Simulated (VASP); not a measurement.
# Bi2Te in VASP: single point with PBE

Aim: the single point of Bi2Te with PBE.

All numbers are computed with VASP 6.6.1; they aren't measurements. Logs are shortened: lines on timing, memory, paths and dates and some standing lists are left out, and cuts for length are marked.

**1. The cell of the first run**

The typed cell holds 6 atoms: a = 6.670 Å, b = 6.670 Å, c = 6.670 Å, α = 102.54°, β = 102.54°, γ = 124.46°.

**2. Single point, PBE**

The input, INCAR:

```
ALGO = Fast
EDIFF = 1E-6
ENCUT = 520
GGA = PE
ISIF = 2
ISMEAR = 0
LASPH = T
LCHARG = F
LREAL = F
LWAVE = F
NBANDS = 45
NELM = 80
PREC = Accurate
SIGMA = 0.1
```

The input, KPOINTS:

```
k-points
0
Gamma
  8 8 8
```

The input, POSCAR:

```
Bi2Te
1.0
   -4.1732839977      4.1732839977      3.1079069520
    4.1732839977     -4.1732839977      3.1079069520
    4.1732839977      4.1732839977     -3.1079069520
Bi Te
4 2
Direct
    0.3750000000      0.6250400204      0.7500400204
    0.8750000000      0.6249599796      0.2499599796
    0.3749599796      0.1250000000      0.7499599796
    0.3750400204      0.6250000000      0.2500400204
    0.0000000000      0.0000000000      0.0000000000
    0.7500000000      0.2500000000      0.5000000000
```

Potentials or basis: VASP PAW PBE potentials, release 64 (Bi_d, Te).

Started as:

```console
> cat potpaw_PBE.64/Bi_d/POTCAR potpaw_PBE.64/Te/POTCAR > POTCAR
> mpirun -np 1 vasp_std > vasp.out
```

OUTCAR:

```text
EDIFF = 1E-6
   ENCUT = 520
   GGA = PE
   ISIF = 2
   ISMEAR = 0
   LASPH = T
   LREAL = F
   NELM = 80
   PREC = Accurate

 ion  position               nearest neighbor table
   1  0.375  0.625  0.750-   5 3.13   6 3.13   4 3.34   4 3.34   3 3.34   3 3.34
   2  0.875  0.625  0.250-   5 3.13   6 3.13   4 3.34   4 3.34   3 3.34   3 3.34
   3  0.375  0.125  0.750-   5 3.13   6 3.13   1 3.34   2 3.34   1 3.34   2 3.34
   4  0.375  0.625  0.250-   6 3.13   5 3.13   2 3.34   1 3.34   1 3.34   2 3.34
   5  0.000  0.000  0.000-   4 3.13   2 3.13   3 3.13   1 3.13
   6  0.750  0.250  0.500-   1 3.13   2 3.13   3 3.13   4 3.13

  LATTYP: Found a body centered tetragonal cell.
 ALAT       =     8.3465679954
 C/A-ratio  =     0.7447149424

  Lattice vectors:

 A1 = (  -4.1732839977,   4.1732839977,   3.1079069520)
 A2 = (   4.1732839977,  -4.1732839977,   3.1079069520)
 A3 = (   4.1732839977,   4.1732839977,  -3.1079069520)

Analysis of symmetry for initial positions (statically):
=====================================================================
 Subroutine PRICEL returns:
 Original cell was already a primitive cell.

 Routine SETGRP: Setting up the symmetry group for a
 body centered tetragonal supercell.

 Subroutine GETGRP returns: Found  8 space group operations
 (whereof  4 operations were pure point group operations)
 out of a pool of 16 trial point group operations.

The static configuration has the point symmetry S_4 .
 The point group associated with its full space group is D_2d.

Analysis of symmetry for dynamics (positions and initial velocities):
=====================================================================
 Subroutine PRICEL returns:
 Original cell was already a primitive cell.

 Routine SETGRP: Setting up the symmetry group for a
 body centered tetragonal supercell.

 Subroutine GETGRP returns: Found  8 space group operations
 (whereof  4 operations were pure point group operations)
 out of a pool of 16 trial point group operations.

The dynamic configuration has the point symmetry S_4 .
 The point group associated with its full space group is D_2d.

 Subroutine INISYM returns: Found  8 space group operations
 (whereof  4 operations are pure point group operations),
 and found     1 'primitive' translations

----------------------------------------------------------------------------------------

[... 103 lines left out ...]
   NSW    =      0    number of steps for IOM
   IBRION =     -1    ionic relax: 0-MD 1-quasi-New 2-CG
   NFREE  =      0    steps in history (QN), initial steepest desc. (CG)
   ISIF   =      2    stress and relaxation
   ISYM   =      2    0-nonsym 1-usesym 2-fastsym
   POTIM  = 0.5000    time-step for ionic-motion
   TEBEG  =    0.0;   TEEND  =   0.0 temperature during run
   PSTRESS=    0.0 pullay stress
   NELECT =      72.0000    total number of electrons
   NUPDOWN=      -1.0000    fix difference up-down
   EMIN   =  10.00;   EMAX   =-10.00  energy-range for DOS
   EFERMI =   0.00;   METHOD = LEGACY
   ISMEAR =     0;   SIGMA  =   0.10  broadening in eV -4-tet -1-fermi 0-gaus
   EFERMI_NEDOS =   21; number of points for ismear=-14 and -15
   IALGO  =     68    algorithm
   IMIX   =      4    mixing-type and parameters
     AMIX     =   0.40;   BMIX     =  1.00
     AMIX_MAG =   1.60;   BMIX_MAG =  1.00
  volume/ion in A,a.u.               =      36.09       243.52
  Fermi-wavevector in a.u.,A,eV,Ry     =   1.134204  2.143334 17.502778  1.286418
  Thomas-Fermi vector in A             =   2.270907
   LORBIT       =      0    0 simple, 1 ext, 2 COOP (PROOUT), +10 PAW based schemes
   GGA     = PE    functional components
   LHFCALC =     F    Hartree Fock is set to
   AEXX    =    0.0000 exact exchange contribution
   IVDW    =     0    specifies the selected vdW correction
   LEPSILON=     F    determine dielectric tensor
   LRPA    =     F    only Hartree local field effects (RPA)
 non-spin polarized calculation
 RMM-DIIS sequential band-by-band and
 Gauss-broadening in eV      SIGMA  =   0.10
  energy-cutoff  :      520.00
  volume of cell :      216.51
 maximum number of plane-waves:      5871
 NGX is ok and might be reduce to    50
   NGX = 25   NGY = 25   NGZ = 25

 number of electron      72.0000028 magnetization

 Free energy of the ion-electron system (eV)
  ---------------------------------------------------
  ext. energy  EPLUGINS =         0.00000000
  ---------------------------------------------------
  free energy    TOTEN  =       -22.13162114 eV

  energy without entropy =      -22.11833398  energy(sigma->0) =      -22.12497756

 E-fermi :   5.6698     XC(G=0):  -9.2011

 val. band max:        5.6511292810   @ k =   0.5000   0.5000   0.1250
 cond. band min:       5.7062718471   @ k =   0.5000   0.5000   0.5000
 fundamental gap:      0.0551425661
 Fermi energy:         5.6697808473

 k-point     1 :       0.0000    0.0000    0.0000
  band No.  band energies     occupation
      1     -17.2741      2.00000
      2     -17.2633      2.00000
      3     -17.2571      2.00000
      4     -17.2571      2.00000
      5     -17.2114      2.00000
      6     -17.1982      2.00000
[... 1141 lines left out ...]
     44       9.3998      0.00000
     45      10.7720      0.00000

 [... further k-points ...]

------------------------ aborting loop because EDIFF is reached ----------------------------------------

  FORCE on cell =-STRESS in cart. coord.  units (eV):
  Direction    XX          YY          ZZ          XY          YZ          ZX
  --------------------------------------------------------------------------------------
  -------------------------------------------------------------------------------------
  Total       -0.0570000     -0.0570000     -0.0613646      0.0000000     -0.0000000      0.0000000
  in kB       -0.4217949     -0.4217949     -0.4540931      0.0000000     -0.0000000      0.0000000
  external PRESSURE =      -0.4325610 kB  Pullay stress =       0.0000000 kB

 VOLUME and BASIS-vectors are now :
 -----------------------------------------------------------------------------
  energy-cutoff  :      520.00
  volume of cell :      216.51
      direct lattice vectors                 reciprocal lattice vectors
    -4.173283998  4.173283998  3.107906952     0.000000000  0.119809723  0.160879977
     4.173283998 -4.173283998  3.107906952     0.119809723  0.000000000  0.160879977
     4.173283998  4.173283998 -3.107906952     0.119809723  0.119809723  0.000000000

 POSITION                                       TOTAL-FORCE (eV/Angst)
 -----------------------------------------------------------------------------------
      4.17362      2.08664      0.77698        -0.000137     -0.000000      0.000000
     -0.00033      2.08664      3.88488         0.000137     -0.000000     -0.000000
      2.08664      4.17295     -0.77698         0.000000      0.000137     -0.000000
      2.08664      0.00033      2.33093         0.000000     -0.000137      0.000000
      0.00000      0.00000      0.00000         0.000000      0.000000     -0.000000
      0.00000      4.17328      1.55395         0.000000     -0.000000      0.000000
 -----------------------------------------------------------------------------------
    total drift:                                0.000000      0.000000     -0.000000

  FREE ENERGIE OF THE ION-ELECTRON SYSTEM (eV)
  ---------------------------------------------------
  free  energy   TOTEN  =       -22.1316211367 eV

  energy  without entropy=      -22.1183339843  energy(sigma->0) =      -22.12497756
```

OSZICAR:

```text
N       E                     dE             d eps       ncg     rms          rms(c)
DAV:   1     0.784814167829E+03    0.78481E+03   -0.34911E+04  5310   0.170E+03
DAV:   2     0.730631226752E+02   -0.71175E+03   -0.69793E+03  5382   0.467E+02
DAV:   3    -0.173384505862E+02   -0.90402E+02   -0.88570E+02  6257   0.184E+02
DAV:   4    -0.220560580012E+02   -0.47176E+01   -0.46734E+01  6052   0.433E+01
DAV:   5    -0.222889268238E+02   -0.23287E+00   -0.23274E+00  7385   0.924E+00    0.518E+00
RMM:   6    -0.221221893914E+02    0.16674E+00   -0.32182E-01  5799   0.253E+00    0.314E+00
RMM:   7    -0.221311946703E+02   -0.90053E-02   -0.12300E-01  6293   0.139E+00    0.112E+00
RMM:   8    -0.221313181092E+02   -0.12344E-03   -0.18168E-02  6480   0.102E+00    0.127E-01
RMM:   9    -0.221316131160E+02   -0.29501E-03   -0.77085E-03  7023   0.479E-01    0.893E-02
RMM:  10    -0.221316091676E+02    0.39484E-05   -0.19460E-03  8191   0.274E-01    0.406E-02
RMM:  11    -0.221316124831E+02   -0.33155E-05   -0.31819E-04  8045   0.105E-01    0.246E-02
RMM:  12    -0.221316219846E+02   -0.95015E-05   -0.87198E-05  9050   0.478E-02    0.778E-03
RMM:  13    -0.221316211367E+02    0.84796E-06   -0.95997E-06  6737   0.163E-02
   1 F= -.22131621E+02 E0= -.22124978E+02  d E =-.132872E-01
```

stdout:

```text
POSCAR found type information on POSCAR BiTe
 POSCAR found :  2 types and       6 ions
 scaLAPACK will be used
 LDA part: xc-table for (Slater+PW92), standard interpolation
 POSCAR, INCAR and KPOINTS ok, starting setup
 FFT: planning ... GRIDC
 FFT: planning ... GRID_SOFT
 FFT: planning ... GRID
 WAVECAR not read
 entering main loop
```

It took 6.9 min on 1 thread of Intel Xeon 6975P-C (Granite Rapids), shared host; peak memory 0.63 GiB.

Results:

| Property | Result |
| --- | --- |
| Free energy | -22.1316 eV |
| Pressure | 0.0 GPa |
| Band gap on the k mesh | zero (band 36 reaches 5.77 eV, above the bottom of band 37 at 5.56 eV) |

Caveat: spin-orbit coupling is left out, which moves the levels of the heavy elements.
